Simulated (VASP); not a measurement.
# Al4FeCo3 (Im-3m) in VASP: single point with r2SCAN

Aim: the single point of Al4FeCo3 with r2SCAN.

All numbers are computed with VASP 6.6.1; they aren't measurements. Logs are shortened: lines on timing, memory, paths and dates and some standing lists are left out, and cuts for length are marked.

## Step 1: The cell of the first run

The structure is cubic, space group Im-3m (No. 229). Conventional cell: a = 5.708 Å, b = 5.708 Å, c = 5.708 Å, α = 90.00°, β = 90.00°, γ = 90.00°. Al (site symmetry -3m) has 2 Fe at 2.47 Å and 6 Co at 2.47 Å and 6 Al at 2.85 Å within 3.3 Å. Within 3.3 Å of Fe (site symmetry m-3m) lie 8 Al at 2.47 Å and 6 Co at 2.85 Å. Co (site symmetry 4/mmm) has 8 Al at 2.47 Å and 2 Fe at 2.85 Å and 4 Co at 2.85 Å within 3.3 Å.

## Step 2: Single point, r2SCAN

Input file POSCAR:

```
Al4FeCo3
1.0
   -2.8541907000      2.8541907000      2.8541907000
    2.8541907000     -2.8541907000      2.8541907000
    2.8541907000      2.8541907000     -2.8541907000
Al Fe Co
4 1 3
Direct
    0.0000000000      0.5000000000      0.0000000000
    0.5000000000      0.5000000000      0.5000000000
    0.0000000000      0.0000000000      0.5000000000
    0.5000000000      0.0000000000      0.0000000000
    0.0000000000      0.0000000000      0.0000000000
    0.5000000000      0.0000000000      0.5000000000
    0.5000000000      0.5000000000      0.0000000000
    0.0000000000      0.5000000000      0.5000000000
```

Input file INCAR.step1:

```
  PREC = Accurate
  ENCUT = 520
  ISMEAR = 0
  SIGMA = 0.1
  LREAL = False
  LASPH = True
  NELM = 60
  NBANDS = 34
  GGA = PE
  ALGO = Normal
  EDIFF = 1E-4
  LWAVE = True
  LCHARG = False
```

Input file INCAR.step2:

```
  PREC = Accurate
  ENCUT = 520
  EDIFF = 1E-6
  ISMEAR = 0
  SIGMA = 0.1
  LREAL = False
  LASPH = True
  NELM = 60
  ALGO = Normal
  ISIF = 2
  LWAVE = False
  LCHARG = False
  METAGGA = R2SCAN
  LMIXTAU = True
  NBANDS = 34
  ISTART = 1
```

Input file KPOINTS:

```
Automatic mesh
0
Gamma
  10 10 10
```

Potentials or basis: VASP PAW PBE potentials, release 64 (Al, Fe, Co).

Started as:

```console
$ cat potpaw_PBE.64/Al/POTCAR potpaw_PBE.64/Fe/POTCAR potpaw_PBE.64/Co/POTCAR > POTCAR
$ cp INCAR.step1 INCAR
$ mpirun -np 1 vasp_std > vasp.out
$ cp INCAR.step2 INCAR
$ mpirun -np 1 vasp_std > vasp.out
```

OUTCAR:

```text
PREC = Accurate
   ENCUT = 520
   EDIFF = 1E-6
   ISMEAR = 0
   LREAL = False
   LASPH = True
   NELM = 60
   ISIF = 2
   METAGGA = R2SCAN
   ISTART = 1

 ion  position               nearest neighbor table
   1  0.000  0.500  0.000-   5 2.47   6 2.47   7 2.47   8 2.47   8 2.47   5 2.47   7 2.47   6 2.47
                             4 2.85   3 2.85   2 2.85   2 2.85   4 2.85   3 2.85
   2  0.500  0.500  0.500-   5 2.47   6 2.47   7 2.47   8 2.47   7 2.47   6 2.47   8 2.47   5 2.47
                             4 2.85   4 2.85   1 2.85   1 2.85   3 2.85   3 2.85
   3  0.000  0.000  0.500-   5 2.47   6 2.47   7 2.47   8 2.47   5 2.47   8 2.47   6 2.47   7 2.47
                             4 2.85   1 2.85   1 2.85   4 2.85   2 2.85   2 2.85
   4  0.500  0.000  0.000-   5 2.47   6 2.47   7 2.47   8 2.47   6 2.47   7 2.47   5 2.47   8 2.47
                             3 2.85   2 2.85   1 2.85   3 2.85   1 2.85   2 2.85
   5  0.000  0.000  0.000-   1 2.47   2 2.47   3 2.47   4 2.47   3 2.47   1 2.47   4 2.47   2 2.47
                             7 2.85   8 2.85   8 2.85   6 2.85   7 2.85   6 2.85
   6  0.500  0.000  0.500-   1 2.47   2 2.47   3 2.47   4 2.47   4 2.47   2 2.47   3 2.47   1 2.47
                             7 2.85   7 2.85   8 2.85   5 2.85   8 2.85   5 2.85
   7  0.500  0.500  0.000-   1 2.47   2 2.47   3 2.47   4 2.47   2 2.47   4 2.47   1 2.47   3 2.47
                             6 2.85   6 2.85   8 2.85   8 2.85   5 2.85   5 2.85
   8  0.000  0.500  0.500-   1 2.47   2 2.47   3 2.47   4 2.47   1 2.47   3 2.47   2 2.47   4 2.47
                             6 2.85   5 2.85   7 2.85   7 2.85   6 2.85   5 2.85

  LATTYP: Found a body centered cubic cell.
 ALAT       =     5.7083814000

  Lattice vectors:

 A1 = (  -2.8541907000,   2.8541907000,   2.8541907000)
 A2 = (   2.8541907000,  -2.8541907000,   2.8541907000)
 A3 = (   2.8541907000,   2.8541907000,  -2.8541907000)

Analysis of symmetry for initial positions (statically):
=====================================================================
 Subroutine PRICEL returns:
 Original cell was already a primitive cell.

 Routine SETGRP: Setting up the symmetry group for a
 body centered cubic supercell.

 Subroutine GETGRP returns: Found 48 space group operations
 (whereof 48 operations were pure point group operations)
 out of a pool of 48 trial point group operations.

The static configuration has the point symmetry O_h .

Analysis of symmetry for dynamics (positions and initial velocities):
=====================================================================
 Subroutine PRICEL returns:
 Original cell was already a primitive cell.

 Routine SETGRP: Setting up the symmetry group for a
 body centered cubic supercell.

 Subroutine GETGRP returns: Found 48 space group operations
 (whereof 48 operations were pure point group operations)
 out of a pool of 48 trial point group operations.

[... 112 lines left out ...]
   EDIFF  = 0.1E-05   stopping-criterion for ELM
   LREAL  =      F    real-space projection
[... 7 lines left out ...]
   TEBEG  =    0.0;   TEEND  =   0.0 temperature during run
   PSTRESS=    0.0 pullay stress
   NELECT =      47.0000    total number of electrons
   NUPDOWN=      -1.0000    fix difference up-down
   EMIN   =  10.00;   EMAX   =-10.00  energy-range for DOS
   EFERMI =   0.00;   METHOD = LEGACY
   ISMEAR =     0;   SIGMA  =   0.10  broadening in eV -4-tet -1-fermi 0-gaus
   EFERMI_NEDOS =   21; number of points for ismear=-14 and -15
   IALGO  =     38    algorithm
   IMIX   =      4    mixing-type and parameters
     AMIX     =   0.40;   BMIX     =  1.00
     AMIX_MAG =   1.60;   BMIX_MAG =  1.00
  volume/ion in A,a.u.               =      11.63        78.45
  Fermi-wavevector in a.u.,A,eV,Ry     =   1.303981  2.464166 23.134876  1.700365
  Thomas-Fermi vector in A             =   2.434947
   LORBIT       =      0    0 simple, 1 ext, 2 COOP (PROOUT), +10 PAW based schemes
   METAGGA = R2SCAN    functional components
   LHFCALC =     F    Hartree Fock is set to
   AEXX    =    0.0000 exact exchange contribution
   IVDW    =     0    specifies the selected vdW correction
   LEPSILON=     F    determine dielectric tensor
   LRPA    =     F    only Hartree local field effects (RPA)
 non-spin polarized calculation
 Gauss-broadening in eV      SIGMA  =   0.10
  energy-cutoff  :      520.00
  volume of cell :       93.01
 maximum number of plane-waves:      2528
 NGX is ok and might be reduce to    40
   NGX = 19   NGY = 19   NGZ = 19

 number of electron      46.9999981 magnetization

 Free energy of the ion-electron system (eV)
  ---------------------------------------------------
  ext. energy  EPLUGINS =         0.00000000
  ---------------------------------------------------
  free energy    TOTEN  =       -84.76229969 eV

  energy without entropy =      -84.75373511  energy(sigma->0) =      -84.75801740

 E-fermi :   9.5590     XC(G=0): -13.2236

 val. band max:        9.5151353535   @ k =  -0.3000   0.3000   0.1000
 cond. band min:       9.5629930416   @ k =   0.5000   0.5000   0.3000
 fundamental gap:      0.0478576882
 Fermi energy:         9.5589875116

 k-point     1 :       0.0000    0.0000    0.0000
  band No.  band energies     occupation
      1      -1.6838      2.00000
      2       4.4378      2.00000
      3       4.4378      2.00000
      4       4.4378      2.00000
      5       6.7941      2.00000
      6       6.7942      2.00000
[... 877 lines left out ...]
     33      15.1681      0.00000
     34      15.6502      0.00000

 [... further k-points ...]
[... 5 lines left out ...]
  --------------------------------------------------------------------------------------
  -------------------------------------------------------------------------------------
  Total       -3.3757344     -3.3757344     -3.3757344     -0.0000000      0.0000000      0.0000000
  in kB      -58.1527029    -58.1527029    -58.1527029     -0.0000000      0.0000000      0.0000000
  external PRESSURE =     -58.1527029 kB  Pullay stress =       0.0000000 kB

 VOLUME and BASIS-vectors are now :
 -----------------------------------------------------------------------------
  energy-cutoff  :      520.00
  volume of cell :       93.01
      direct lattice vectors                 reciprocal lattice vectors
    -2.854190700  2.854190700  2.854190700     0.000000000  0.175181007  0.175181007
     2.854190700 -2.854190700  2.854190700     0.175181007  0.000000000  0.175181007
     2.854190700  2.854190700 -2.854190700     0.175181007  0.175181007  0.000000000

 POSITION                                       TOTAL-FORCE (eV/Angst)
 -----------------------------------------------------------------------------------
      1.42710     -1.42710      1.42710         0.000000     -0.000000     -0.000000
      1.42710      1.42710      1.42710        -0.000000     -0.000000     -0.000000
      1.42710      1.42710     -1.42710         0.000000     -0.000000     -0.000000
     -1.42710      1.42710      1.42710        -0.000000     -0.000000     -0.000000
      0.00000      0.00000      0.00000         0.000000     -0.000000     -0.000000
      0.00000      2.85419      0.00000        -0.000000     -0.000000      0.000000
      0.00000      0.00000      2.85419         0.000000      0.000000      0.000000
      2.85419      0.00000      0.00000        -0.000000      0.000000     -0.000000
 -----------------------------------------------------------------------------------
    total drift:                               -0.000000     -0.000000      0.000000

  FREE ENERGIE OF THE ION-ELECTRON SYSTEM (eV)
  ---------------------------------------------------
  free  energy   TOTEN  =       -84.7622996932 eV

  energy  without entropy=      -84.7537351147  energy(sigma->0) =      -84.75801740
```

OUTCAR.step1:

```text
PREC = Accurate
   ENCUT = 520
   ISMEAR = 0
   LREAL = False
   LASPH = True
[... 1140 lines left out ...]
      0.00000      0.00000      0.00000        -0.000000      0.000000     -0.000000
      0.00000      2.85419      0.00000        -0.000000     -0.000000      0.000000
      0.00000      0.00000      2.85419         0.000000      0.000000     -0.000000
      2.85419      0.00000      0.00000         0.000000      0.000000     -0.000000
 -----------------------------------------------------------------------------------
    total drift:                               -0.000000     -0.000000      0.000000

  FREE ENERGIE OF THE ION-ELECTRON SYSTEM (eV)
  ---------------------------------------------------
  free  energy   TOTEN  =       -48.7736804501 eV

  energy  without entropy=      -48.7621738021  energy(sigma->0) =      -48.76792713
```

Run time: 7.8 min. Hardware: 1 thread of AMD EPYC 9R45 (Zen 5), shared host; peak memory 0.31 GiB.

What came out:

```
Free energy            : -84.7623 eV
Pressure               : -5.8 GPa
Band gap on the k mesh : zero (an odd number of electrons rules out a gap without spin polarisation)
```

Caveat: the cell stands under tension; the PAW data sets were made with another functional, which shifts forces and pressure a little; the run has no spin polarisation, though such a crystal can be magnetic.

The gap in the log of VASP goes by the Fermi energy; the results here count the filled bands.